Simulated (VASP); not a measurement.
# TiB2 (P6/mmm) in VASP: a series of runs, part 2 of 2

VASP 6.6.1.

### 4 Single point, r2SCAN

POSCAR

```
TiB2
1.0
    3.0292000000      0.0000000000      0.0000000000
   -1.5146000000      2.6233641531      0.0000000000
    0.0000000000      0.0000000000      3.2284000000
Ti B
1 2
Direct
    0.0000000000      0.0000000000      0.0000000000
    0.6666666667      0.3333333333      0.5000000000
    0.3333333333      0.6666666667      0.5000000000
```

INCAR.step1

```
PREC = Accurate
ENCUT = 520
ISMEAR = -1
SIGMA = 0.05
LREAL = F
LASPH = T
NELM = 60
NBANDS = 16
GGA = PE
ALGO = Normal
EDIFF = 1E-4
LWAVE = T
LCHARG = F
```

INCAR.step2

```
PREC = Accurate
ENCUT = 520
EDIFF = 1E-6
ISMEAR = -1
SIGMA = 0.05
LREAL = F
LASPH = T
NELM = 60
ALGO = Normal
ISIF = 2
LWAVE = F
LCHARG = F
METAGGA = R2SCAN
LMIXTAU = T
NBANDS = 16
ISTART = 1
```

KPOINTS

```
regular mesh
0
Gamma
  6 6 5
```

Potentials or basis: VASP PAW PBE potentials, release 64 (Ti_sv, B).

Started as:

```bash
cat potpaw_PBE.64/Ti_sv/POTCAR potpaw_PBE.64/B/POTCAR > POTCAR
cp INCAR.step1 INCAR
mpirun -np 1 vasp_std > vasp.out
cp INCAR.step2 INCAR
mpirun -np 1 vasp_std > vasp.out
```

OUTCAR:

```text
PREC = Accurate
   ENCUT = 520
   EDIFF = 1E-6
   ISMEAR = -1
   LREAL = F
   LASPH = T
   NELM = 60
   ISIF = 2
   METAGGA = R2SCAN
   ISTART = 1

 ion  position               nearest neighbor table
   1  0.000  0.000  0.000-   2 2.38   3 2.38   2 2.38   3 2.38   3 2.38   3 2.38   2 2.38   2 2.38
                             2 2.38   2 2.38   3 2.38   3 2.38
   2  0.667  0.333  0.500-   3 1.75   3 1.75   3 1.75   1 2.38   1 2.38   1 2.38   1 2.38   1 2.38
                             1 2.38
   3  0.333  0.667  0.500-   2 1.75   2 1.75   2 1.75   1 2.38   1 2.38   1 2.38   1 2.38   1 2.38
                             1 2.38

  LATTYP: Found a hexagonal cell.
 ALAT       =     3.0292000000
 C/A-ratio  =     1.0657599366

  Lattice vectors:

 A1 = (   3.0292000000,   0.0000000000,   0.0000000000)
 A2 = (  -1.5146000000,   2.6233641531,   0.0000000000)
 A3 = (   0.0000000000,   0.0000000000,   3.2284000000)

Analysis of symmetry for initial positions (statically):
=====================================================================
 Subroutine PRICEL returns:
 Original cell was already a primitive cell.

 Routine SETGRP: Setting up the symmetry group for a
 hexagonal supercell.

 Subroutine GETGRP returns: Found 24 space group operations
 (whereof 24 operations were pure point group operations)
 out of a pool of 24 trial point group operations.

The static configuration has the point symmetry D_6h.

Analysis of symmetry for dynamics (positions and initial velocities):
=====================================================================
 Subroutine PRICEL returns:
 Original cell was already a primitive cell.

 Routine SETGRP: Setting up the symmetry group for a
 hexagonal supercell.

 Subroutine GETGRP returns: Found 24 space group operations
 (whereof 24 operations were pure point group operations)
 out of a pool of 24 trial point group operations.

The dynamic configuration has the point symmetry D_6h.

 Subroutine INISYM returns: Found 24 space group operations
 (whereof 24 operations are pure point group operations),
 and found     1 'primitive' translations

----------------------------------------------------------------------------------------

                                     Primitive cell

  volume of cell :      25.6551

  direct lattice vectors                    reciprocal lattice vectors
     3.029200000  0.000000000  0.000000000     0.330120164  0.190594965  0.000000000
    -1.514600000  2.623364153  0.000000000     0.000000000  0.381189931  0.000000000
     0.000000000  0.000000000  3.228400000     0.000000000  0.000000000  0.309750960

  length of vectors
     3.029200000  3.029200000  3.228400000     0.381189931  0.381189931  0.309750960

  position of ions in fractional coordinates (direct lattice)
     0.000000000  0.000000000  0.000000000
     0.666666667  0.333333333  0.500000000
     0.333333333  0.666666667  0.500000000

  ion indices of the primitive-cell ions
   primitive index   ion index
                 1           1
                 2           2
                 3           3

----------------------------------------------------------------------------------------

 KPOINTS: regular mesh

Automatic generation of k-mesh.
 Grid dimensions read from file:
 generate k-points for:    6    6    5

 Generating k-lattice:

  Cartesian coordinates                     Fractional coordinates (reciprocal lattice)
     0.055020027  0.031765828  0.000000000     0.166666667  0.000000000  0.000000000
     0.000000000  0.063531655  0.000000000     0.000000000  0.166666667  0.000000000
     0.000000000  0.000000000  0.061950192     0.000000000  0.000000000  0.200000000

  Length of vectors
     0.063531655  0.063531655  0.061950192

  Shift w.r.t. Gamma in fractional coordinates (k-lattice)
     0.000000000  0.000000000  0.000000000

 Subroutine IBZKPT returns following result:
 ===========================================

 Found     21 irreducible k-points:

 Following reciprocal coordinates:
            Coordinates               Weight
  0.000000  0.000000  0.000000      1.000000
  0.166667 -0.000000  0.000000      6.000000
  0.333333 -0.000000  0.000000      6.000000
  0.500000 -0.000000  0.000000      3.000000
  0.166667  0.166667  0.000000      6.000000
  0.333333  0.166667  0.000000     12.000000
[... 13 lines left out ...]
  0.333333  0.166667  0.400000     24.000000
  0.333333  0.333333  0.400000      4.000000
   k-points           NKPTS =     21   k-points in BZ     NKDIM =     21   number of bands    NBANDS=     16
   number of dos      NEDOS =    301   number of ions     NIONS =      3
   total plane-waves  NPLWV =  13824
   dimension x,y,z NGX =    24 NGY =   24 NGZ =   24
   dimension x,y,z NGXF=    48 NGYF=   48 NGZF=   48
   ions per type =               1   2
   NGX,Y,Z   is equivalent  to a cutoff of  13.17, 13.17, 12.36 a.u.
   NGXF,Y,Z  is equivalent  to a cutoff of  26.34, 26.34, 24.72 a.u.
 SYSTEM =  unknown system
   PREC   = accura    normal or accurate (medium, high low for compatibility)
   ISTART =      1    job   : 0-new  1-cont  2-samecut
   ICHARG =      0    charge: 1-file 2-atom 10-const
   ISPIN  =      1    spin polarized calculation?
   LNONCOLLINEAR =      F non collinear calculations
   LSORBIT =      F    spin-orbit coupling
   LASPH  =      T    aspherical Exc in radial PAW
   ENCUT  =  520.0 eV  38.22 Ry    6.18 a.u.   5.63  5.63  6.00*2*pi/ulx,y,z
   NELM   =     60;   NELMIN=  2; NELMDL=  0     # of ELM steps
   EDIFF  = 0.1E-05   stopping-criterion for ELM
   LREAL  =      F    real-space projection
   EDIFFG = 0.1E-04   stopping-criterion for IOM
   NSW    =      0    number of steps for IOM
   IBRION =     -1    ionic relax: 0-MD 1-quasi-New 2-CG
   NFREE  =      0    steps in history (QN), initial steepest desc. (CG)
   ISIF   =      2    stress and relaxation
   ISYM   =      2    0-nonsym 1-usesym 2-fastsym
   POTIM  = 0.5000    time-step for ionic-motion
   TEBEG  =    0.0;   TEEND  =   0.0 temperature during run
   PSTRESS=    0.0 pullay stress
   NELECT =      18.0000    total number of electrons
   NUPDOWN=      -1.0000    fix difference up-down
   EMIN   =  10.00;   EMAX   =-10.00  energy-range for DOS
   EFERMI =   0.00;   METHOD = LEGACY
   ISMEAR =    -1;   SIGMA  =   0.05  broadening in eV -4-tet -1-fermi 0-gaus
   EFERMI_NEDOS =   21; number of points for ismear=-14 and -15
   IALGO  =     38    algorithm
   IMIX   =      4    mixing-type and parameters
     AMIX     =   0.40;   BMIX     =  1.00
     AMIX_MAG =   1.60;   BMIX_MAG =  1.00
  volume/ion in A,a.u.               =       8.55        57.71
  Fermi-wavevector in a.u.,A,eV,Ry     =   1.454703  2.748990 28.792122  2.116161
  Thomas-Fermi vector in A             =   2.571823
   LORBIT       =      0    0 simple, 1 ext, 2 COOP (PROOUT), +10 PAW based schemes
   METAGGA = R2SCAN    functional components
   LHFCALC =     F    Hartree Fock is set to
   AEXX    =    0.0000 exact exchange contribution
   IVDW    =     0    specifies the selected vdW correction
   LEPSILON=     F    determine dielectric tensor
   LRPA    =     F    only Hartree local field effects (RPA)
 non-spin polarized calculation
  energy-cutoff  :      520.00
  volume of cell :       25.66
 maximum number of plane-waves:       721
 NGX is ok and might be reduce to    24
   NGX = 11   NGY = 11   NGZ = 13

 number of electron      18.0000002 magnetization

 Free energy of the ion-electron system (eV)
  ---------------------------------------------------
  ext. energy  EPLUGINS =         0.00000000
  ---------------------------------------------------
  free energy    TOTEN  =       -30.93338272 eV

  energy without entropy =      -30.92749814  energy(sigma->0) =      -30.93044043

 E-fermi :  10.0097     XC(G=0): -13.7440

 val. band max:        9.6835831387   @ k =   0.3333   0.1667   0.0000
 cond. band min:      10.0697808399   @ k =   0.0000   0.0000   0.4000
 fundamental gap:      0.3861977013
 Fermi energy:        10.0097249959

 k-point     1 :       0.0000    0.0000    0.0000
  band No.  band energies     occupation
      1     -49.2496      2.00000
      2     -24.5837      2.00000
      3     -24.2257      2.00000
      4     -24.2256      2.00000
      5      -4.3424      2.00000
      6       7.3749      2.00000
[... 376 lines left out ...]
      3     -24.4919      2.00000
      4     -24.4919      2.00000
      5       0.9228      2.00000
      6       0.9229      2.00000
[... 8 lines left out ...]
     15      17.8009      0.00000
     16      21.9887      0.00000

------------------------ aborting loop because EDIFF is reached ----------------------------------------

  FORCE on cell =-STRESS in cart. coord.  units (eV):
  Direction    XX          YY          ZZ          XY          YZ          ZX
  --------------------------------------------------------------------------------------
  -------------------------------------------------------------------------------------
  Total        0.0968996      0.0968996     -0.2624803      0.0000000      0.0000000      0.0000000
  in kB        6.0514372      6.0514372    -16.3920580      0.0000000      0.0000000      0.0000000
  external PRESSURE =      -1.4297279 kB  Pullay stress =       0.0000000 kB

 VOLUME and BASIS-vectors are now :
 -----------------------------------------------------------------------------
  energy-cutoff  :      520.00
  volume of cell :       25.66
      direct lattice vectors                 reciprocal lattice vectors
     3.029200000  0.000000000  0.000000000     0.330120164  0.190594965  0.000000000
    -1.514600000  2.623364153  0.000000000     0.000000000  0.381189931  0.000000000
     0.000000000  0.000000000  3.228400000     0.000000000  0.000000000  0.309750960

 POSITION                                       TOTAL-FORCE (eV/Angst)
 -----------------------------------------------------------------------------------
      0.00000      0.00000      0.00000         0.000000      0.000000      0.000000
      1.51460      0.87445      1.61420        -0.000000      0.000000      0.000000
     -0.00000      1.74891      1.61420         0.000000     -0.000000     -0.000000
 -----------------------------------------------------------------------------------
    total drift:                               -0.000000      0.000000      0.000000

  FREE ENERGIE OF THE ION-ELECTRON SYSTEM (eV)
  ---------------------------------------------------
  free  energy   TOTEN  =       -30.9333827204 eV

  energy  without entropy=      -30.9274981425  energy(sigma->0) =      -30.93044043
```

It took 70 s on 1 thread of AMD EPYC 7R13, shared host; peak memory 0.12 GiB.

What came out:

| Item | Value |
| --- | --- |
| Free energy | -30.9334 eV |
| Pressure | -0.1 GPa |
| Band gap on the k mesh | zero (band 9 reaches 10.10 eV, above the bottom of band 10 at 10.07 eV) |

Stress tensor (GPa, compression positive):
```
 0.61  0.00  0.00
 0.00  0.61  0.00
 0.00  0.00 -1.64
```

Caveat: the k points lie up to 0.40 Å⁻¹ apart; the PAW data sets were made with another functional, which shifts forces and pressure a little.

### 5 The runs side by side

| level | gap on the mesh (eV) | pressure (GPa) |
| --- | --- | --- |
| PBEsol | none | -4.6 |
| RPBE | none | 5.2 |
| r2SCAN | none | -0.1 |

Alike in all rows: task single point; potentials or basis VASP PAW PBE potentials, release 64 (Ti_sv, B); no spin polarisation; cell as given; k mesh 6 × 6 × 5; cutoff (eV) 520; smearing fermi-dirac 0.05 eV.

Caveats: all runs use coarse meshes; the PAW data sets were made with another functional, which shifts forces and pressure a little.

Total energies depend on the potentials used, so only differences within one code and one set of settings carry meaning.
